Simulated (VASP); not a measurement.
# Al (P6/mmm) in VASP: further runs

The runs below take Al through single point, with LDA, PBE.

Everything below comes from runs of VASP 6.6.1. Logs are shortened: lines on timing, memory, paths and dates and some standing lists are left out, and cuts for length are marked.

## 1. The cell of the first run

The structure is hexagonal, space group P6/mmm (No. 191). The conventional cell has a = 4.482 Å, b = 4.482 Å, c = 2.701 Å, α = 90.00°, β = 90.00°, γ = 120.00°. Al (site symmetry -6m2) has 5 Al at 2.59 to 2.70 Å within 3.4 Å.

## 2. Single point, LDA

Contents of INCAR:

```
SYSTEM = Al
ALGO = Fast
EDIFF = 1E-6
ENCUT = 520
ISIF = 2
ISMEAR = -1
LASPH = .TRUE.
LCHARG = .FALSE.
LREAL = .FALSE.
LWAVE = .FALSE.
NBANDS = 10
NELM = 80
PREC = Accurate
SIGMA = 0.05
```

Contents of KPOINTS:

```
k-points
0
G
  7 7 10
  0 0 0
```

Contents of POSCAR:

```
Al
1.0
    4.4822314957      0.0000000000      0.0000000000
   -2.2411157479      3.8817263409      0.0000000000
    0.0000000000      0.0000000000      2.7007816444
Al
2
Direct
    0.3333333333      0.6666666667      0.0000000000
    0.6666666667      0.3333333333      0.0000000000
```

Potentials or basis: VASP PAW LDA potentials, release 64 (Al).

On the command line:

```bash
cat potpaw_LDA.64/Al/POTCAR > POTCAR
mpirun -np 1 vasp_std > vasp.out
```

OUTCAR:

```text
SYSTEM = Al
   EDIFF = 1E-6
   ENCUT = 520
   ISIF = 2
   ISMEAR = -1
   LASPH = .TRUE.
   LREAL = .FALSE.
   NELM = 80
   PREC = Accurate

 ion  position               nearest neighbor table
   1  0.333  0.667  0.000-   2 2.59   2 2.59   2 2.59
   2  0.667  0.333  0.000-   1 2.59   1 2.59   1 2.59

  LATTYP: Found a hexagonal cell.
 ALAT       =     4.4822314957
 C/A-ratio  =     0.6025529130

  Lattice vectors:

 A1 = (   4.4822314957,   0.0000000000,   0.0000000000)
 A2 = (  -2.2411157479,   3.8817263409,   0.0000000000)
 A3 = (   0.0000000000,   0.0000000000,   2.7007816444)

Analysis of symmetry for initial positions (statically):
=====================================================================
 Subroutine PRICEL returns:
 Original cell was already a primitive cell.

 Routine SETGRP: Setting up the symmetry group for a
 hexagonal supercell.

 Subroutine GETGRP returns: Found 24 space group operations
 (whereof 24 operations were pure point group operations)
 out of a pool of 24 trial point group operations.

The static configuration has the point symmetry D_6h.

Analysis of symmetry for dynamics (positions and initial velocities):
=====================================================================
 Subroutine PRICEL returns:
 Original cell was already a primitive cell.

 Routine SETGRP: Setting up the symmetry group for a
 hexagonal supercell.

 Subroutine GETGRP returns: Found 24 space group operations
 (whereof 24 operations were pure point group operations)
 out of a pool of 24 trial point group operations.

The dynamic configuration has the point symmetry D_6h.

 Subroutine INISYM returns: Found 24 space group operations
 (whereof 24 operations are pure point group operations),
 and found     1 'primitive' translations

----------------------------------------------------------------------------------------

                                     Primitive cell

  volume of cell :      46.9903

  direct lattice vectors                    reciprocal lattice vectors
     4.482231496  0.000000000  0.000000000     0.223103158  0.128808668  0.000000000
    -2.241115748  3.881726341  0.000000000     0.000000000  0.257617336  0.000000000
     0.000000000  0.000000000  2.700781644     0.000000000  0.000000000  0.370263180

  length of vectors
     4.482231496  4.482231496  2.700781644     0.257617336  0.257617336  0.370263180

  position of ions in fractional coordinates (direct lattice)
     0.333333333  0.666666667  0.000000000
     0.666666667  0.333333333  0.000000000

  ion indices of the primitive-cell ions
   primitive index   ion index
                 1           1
                 2           2

----------------------------------------------------------------------------------------

 KPOINTS: k-points

Automatic generation of k-mesh.
 Grid dimensions read from file:
 generate k-points for:    7    7   10

 Generating k-lattice:

  Cartesian coordinates                     Fractional coordinates (reciprocal lattice)
     0.031871880  0.018401238  0.000000000     0.142857143  0.000000000  0.000000000
     0.000000000  0.036802477  0.000000000     0.000000000  0.142857143  0.000000000
     0.000000000  0.000000000  0.037026318     0.000000000  0.000000000  0.100000000

  Length of vectors
     0.036802477  0.036802477  0.037026318

  Shift w.r.t. Gamma in fractional coordinates (k-lattice)
     0.000000000  0.000000000  0.000000000

 Subroutine IBZKPT returns following result:
 ===========================================

 Found     48 irreducible k-points:

 Following reciprocal coordinates:
            Coordinates               Weight
  0.000000  0.000000  0.000000      1.000000
  0.142857 -0.000000  0.000000      6.000000
  0.285714  0.000000  0.000000      6.000000
  0.428571  0.000000  0.000000      6.000000
  0.142857  0.142857  0.000000      6.000000
  0.285714  0.142857  0.000000     12.000000
[... 16 lines left out ...]
  0.428571  0.142857  0.200000     12.000000
  0.285714  0.285714  0.200000     12.000000
 [... further k-points ...]
   k-points           NKPTS =     48   k-points in BZ     NKDIM =     48   number of bands    NBANDS=     10
   number of dos      NEDOS =    301   number of ions     NIONS =      2
   total plane-waves  NPLWV =  25920
   dimension x,y,z NGX =    36 NGY =   36 NGZ =   20
   dimension x,y,z NGXF=    72 NGYF=   72 NGZF=   40
   ions per type =               2
   NGX,Y,Z   is equivalent  to a cutoff of  13.35, 13.35, 12.31 a.u.
   NGXF,Y,Z  is equivalent  to a cutoff of  26.70, 26.70, 24.62 a.u.
 SYSTEM =  Al
   PREC   = accura    normal or accurate (medium, high low for compatibility)
   ISTART =      0    job   : 0-new  1-cont  2-samecut
   ICHARG =      2    charge: 1-file 2-atom 10-const
   ISPIN  =      1    spin polarized calculation?
   LNONCOLLINEAR =      F non collinear calculations
   LSORBIT =      F    spin-orbit coupling
   LASPH  =      T    aspherical Exc in radial PAW
   ENCUT  =  520.0 eV  38.22 Ry    6.18 a.u.   8.33  8.33  5.02*2*pi/ulx,y,z
   NELM   =     80;   NELMIN=  2; NELMDL= -5     # of ELM steps
   EDIFF  = 0.1E-05   stopping-criterion for ELM
   LREAL  =      F    real-space projection
   EDIFFG = 0.1E-04   stopping-criterion for IOM
   NSW    =      0    number of steps for IOM
   IBRION =     -1    ionic relax: 0-MD 1-quasi-New 2-CG
   NFREE  =      0    steps in history (QN), initial steepest desc. (CG)
   ISIF   =      2    stress and relaxation
   ISYM   =      2    0-nonsym 1-usesym 2-fastsym
   POTIM  = 0.5000    time-step for ionic-motion
   TEBEG  =    0.0;   TEEND  =   0.0 temperature during run
   PSTRESS=    0.0 pullay stress
   NELECT =       6.0000    total number of electrons
   NUPDOWN=      -1.0000    fix difference up-down
   EMIN   =  10.00;   EMAX   =-10.00  energy-range for DOS
   EFERMI =   0.00;   METHOD = LEGACY
   ISMEAR =    -1;   SIGMA  =   0.05  broadening in eV -4-tet -1-fermi 0-gaus
   EFERMI_NEDOS =   21; number of points for ismear=-14 and -15
   IALGO  =     68    algorithm
   IMIX   =      4    mixing-type and parameters
     AMIX     =   0.40;   BMIX     =  1.00
     AMIX_MAG =   1.60;   BMIX_MAG =  1.00
  volume/ion in A,a.u.               =      23.50       158.55
  Fermi-wavevector in a.u.,A,eV,Ry     =   0.824370  1.557834  9.246335  0.679586
  Thomas-Fermi vector in A             =   1.936043
   LORBIT       =      0    0 simple, 1 ext, 2 COOP (PROOUT), +10 PAW based schemes
   GGA     = CA    functional components
   LHFCALC =     F    Hartree Fock is set to
   AEXX    =    0.0000 exact exchange contribution
   IVDW    =     0    specifies the selected vdW correction
   LEPSILON=     F    determine dielectric tensor
   LRPA    =     F    only Hartree local field effects (RPA)
 non-spin polarized calculation
 RMM-DIIS sequential band-by-band and
  energy-cutoff  :      520.00
  volume of cell :       46.99
 maximum number of plane-waves:      1289
 NGX is ok and might be reduce to    36
   NGX = 17   NGY = 17   NGZ = 11

 number of electron       6.0000000 magnetization

 Free energy of the ion-electron system (eV)
  ---------------------------------------------------
  ext. energy  EPLUGINS =         0.00000000
  ---------------------------------------------------
  free energy    TOTEN  =        -7.31369128 eV

  energy without entropy =       -7.30833530  energy(sigma->0) =       -7.31101329

 E-fermi :   4.1115     XC(G=0):  -8.8089

 val. band max:        4.0348116375   @ k =   0.2857   0.0000   0.3000
 cond. band min:       4.1284340633   @ k =   0.4286   0.1429   0.4000
 fundamental gap:      0.0936224258
 Fermi energy:         4.1114522209

 k-point     1 :       0.0000    0.0000    0.0000
  band No.  band energies     occupation
      1      -4.8891      2.00000
      2       3.2324      2.00000
      3       3.2324      2.00000
      4       3.6021      1.99992
      5       6.3083      0.00000
      6       6.3083      0.00000
      7       9.4799      0.00000
      8      13.8204      0.00000
      9      14.2580      0.00000
     10      20.2649      0.00000

 k-point     2 :       0.1429   -0.0000    0.0000
  band No.  band energies     occupation
      1      -4.7117      2.00000
      2       1.5233      2.00000
      3       2.9261      2.00000
      4       4.8141      0.00000
      5       6.4099      0.00000
      6       6.9819      0.00000
      7      10.5362      0.00000
      8      13.9644      0.00000
      9      14.2808      0.00000
     10      19.0755      0.00000

 k-point     3 :       0.2857    0.0000    0.0000
  band No.  band energies     occupation
      1      -4.1948      2.00000
      2      -0.2187      2.00000
      3       2.4441      2.00000
      4       4.5347      0.00042
      5       8.1173      0.00000
      6       8.5630      0.00000
      7      12.6689      0.00000
      8      14.1406      0.00000
      9      14.3818      0.00000
     10      16.0868      0.00000

 k-point     4 :       0.4286    0.0000    0.0000
  band No.  band energies     occupation
      1      -3.4561      2.00000
      2      -1.5929      2.00000
      3       2.1564      2.00000
      4       4.1852      0.37259
      5      10.2804      0.00000
      6      10.6687      0.00000
      7      12.4038      0.00000
      8      13.2135      0.00000
      9      14.9651      0.00000
     10      15.5867      0.00000
[... 222 lines left out ...]
 k-point    22 :       0.2857    0.1429    0.2000
  band No.  band energies     occupation
      1      -2.9101      2.00000
      2      -0.2917      2.00000
      3       2.2975      2.00000
      4       6.1868      0.00000
      5       8.0227      0.00000
      6       8.8399      0.00000
      7      10.7237      0.00000
      8      12.7890      0.00000
      9      13.8102      0.00000
     10      14.1308      0.00000

 k-point    23 :       0.4286    0.1429    0.2000
  band No.  band energies     occupation
      1      -2.3146      2.00000
      2      -1.1490      2.00000
      3       2.0781      2.00000
      4       6.0384      0.00000
      5       8.5543      0.00000
      6       9.8316      0.00000
      7      11.4718      0.00000
      8      11.5536      0.00000
      9      13.8077      0.00000
     10      14.4366      0.00000

 k-point    24 :       0.2857    0.2857    0.2000
  band No.  band energies     occupation
      1      -2.1720      2.00000
      2      -1.1678      2.00000
      3       1.5192      2.00000
      4       7.8318      0.00000
      5       8.0423      0.00000
      6       9.1691      0.00000
      7      10.6285      0.00000
      8      11.3473      0.00000
      9      13.4112      0.00000
     10      14.8635      0.00000

 [... further k-points ...]
[... 5 lines left out ...]
  --------------------------------------------------------------------------------------
  -------------------------------------------------------------------------------------
  Total        0.0107904      0.0107904      0.0088880     -0.0000000      0.0000000      0.0000000
  in kB        0.3679075      0.3679075      0.3030456     -0.0000000      0.0000000      0.0000000
  external PRESSURE =       0.3462869 kB  Pullay stress =       0.0000000 kB

 VOLUME and BASIS-vectors are now :
 -----------------------------------------------------------------------------
  energy-cutoff  :      520.00
  volume of cell :       46.99
      direct lattice vectors                 reciprocal lattice vectors
     4.482231496  0.000000000  0.000000000     0.223103158  0.128808668  0.000000000
    -2.241115748  3.881726341  0.000000000     0.000000000  0.257617336  0.000000000
     0.000000000  0.000000000  2.700781644     0.000000000  0.000000000  0.370263180

 POSITION                                       TOTAL-FORCE (eV/Angst)
 -----------------------------------------------------------------------------------
     -0.00000      2.58782      0.00000         0.000000      0.000000      0.000000
      2.24112      1.29391      0.00000        -0.000000     -0.000000     -0.000000
 -----------------------------------------------------------------------------------
    total drift:                                0.000000     -0.000000     -0.000000

  FREE ENERGIE OF THE ION-ELECTRON SYSTEM (eV)
  ---------------------------------------------------
  free  energy   TOTEN  =        -7.3136912797 eV

  energy  without entropy=       -7.3083353036  energy(sigma->0) =       -7.31101329
```

It took 25 s on 1 thread of AMD EPYC 7R13 (Zen 3), shared host; peak memory 0.11 GiB.

What came out:

```yaml
Free_energy: -7.3137 eV
Pressure: 0.0 GPa
Band_gap_on_the_k_mesh: zero (band 3 reaches 6.61 eV, above the bottom of band 4 at 3.08 eV)
```

Levels at points of the mesh, in eV from the Fermi level:
| k point | band 1 | band 2 | band 3 | band 4 | band 5 | band 6 |
| --- | --- | --- | --- | --- | --- | --- |
| (0.00, 0.00, 0.00) | -9.00 | -0.88 | -0.88 | -0.51 | 2.20 | 2.20 |
| (0.00, 0.00, 0.50) | -4.46 | -3.65 | 2.50 | 2.50 | 2.74 | 5.46 |

## 3. Single point, PBE

This run uses another cell than the first one, of 24.60 Å³/atom, 1.047 times its volume.

Contents of INCAR:

```
SYSTEM = Al
ALGO = Normal
EDIFF = 1E-7
ENCUT = 520
GGA = PE
ISIF = 2
ISMEAR = -1
LASPH = .True.
LCHARG = .False.
LREAL = .False.
LWAVE = .False.
NBANDS = 10
NELM = 100
PREC = Accurate
SIGMA = 0.05
```

Contents of KPOINTS:

```
k-points
0
Gamma
  7 7 10
  0 0 0
```

Contents of POSCAR:

```
Al
1.0
    4.5501420027      0.0000000000      0.0000000000
   -2.2750710013      3.9405385651      0.0000000000
    0.0000000000      0.0000000000      2.7442423570
Al
2
Direct
    0.3333333333      0.6666666667      0.0000000000
    0.6666666667      0.3333333333      0.0000000000
```

Potentials or basis: VASP PAW PBE potentials, release 64 (Al).

On the command line:

```bash
cat potpaw_PBE.64/Al/POTCAR > POTCAR
mpirun -np 1 vasp_std > vasp.out
```

Wall time 20 s (1 thread of AMD EPYC 7R13 (Zen 3), shared host); peak memory 0.13 GiB.

It converged, with:

* Free energy: -6.5176 eV
* Pressure: 0.0 GPa
* Band gap on the k mesh: zero (band 3 reaches 6.35 eV, above the bottom of band 4 at 2.98 eV)

Levels at points of the mesh, in eV from the Fermi level:
| k point | band 1 | band 2 | band 3 | band 4 | band 5 | band 6 | band 7 |
| --- | --- | --- | --- | --- | --- | --- | --- |
| (0.00, 0.00, 0.00) | -8.78 | -0.87 | -0.87 | -0.58 | 2.21 | 2.21 | 5.48 |
| (0.00, 0.00, 0.50) | -4.42 | -3.53 | 2.39 | 2.39 | 2.67 | 5.38 | 5.38 |

## 4. Single point, PBE

This run uses another cell than the first one, of 23.78 Å³/atom, 1.012 times its volume.

Contents of INCAR:

```
PREC = Accurate
ENCUT = 520
EDIFF = 1E-6
ISMEAR = 0
SIGMA = 0.011
LREAL = F
LASPH = T
NELM = 60
ALGO = Normal
ISIF = 2
LWAVE = F
LCHARG = F
GGA = PE
NBANDS = 10
```

Contents of KPOINTS:

```
Automatic mesh
0
Gamma
  7 7 10
```

Contents of POSCAR:

```
Al
1.0
    4.4916000000      0.0000000000      0.0000000000
   -2.2458000000      3.8898400000      0.0000000000
    0.0000000000      0.0000000000      2.7226000000
Al
2
Direct
    0.3333300000      0.6666700000      0.0000000000
    0.6666700000      0.3333300000      0.0000000000
```

On the command line:

```bash
cat potpaw_PBE.64/Al/POTCAR > POTCAR
mpirun -np 1 vasp_std > vasp.out
```

Wall time 45 s (1 thread of AMD EPYC 7R13 (Zen 3), shared host); peak memory 0.14 GiB.

It converged, with:

```yaml
Free_energy: -6.5063 eV
Pressure: 1.6 GPa
Band_gap_on_the_k_mesh: zero (band 3 reaches 6.66 eV, above the bottom of band 4 at 3.19 eV)
```

Stress tensor (GPa, compression positive):
```
2.02 0.00 0.00
0.00 2.03 0.00
0.00 0.00 0.70
```

Levels at points of the mesh, in eV from the Fermi level:
```csv
k point,band 1,band 2,band 3,band 4,band 5,band 6
"(0.00, 0.00, 0.00)",-8.95,-0.87,-0.87,-0.40,2.22,2.22
"(0.00, 0.00, 0.50)",-4.49,-3.65,2.45,2.45,2.81,5.41
```

(Part 1 of 2 ends here.)
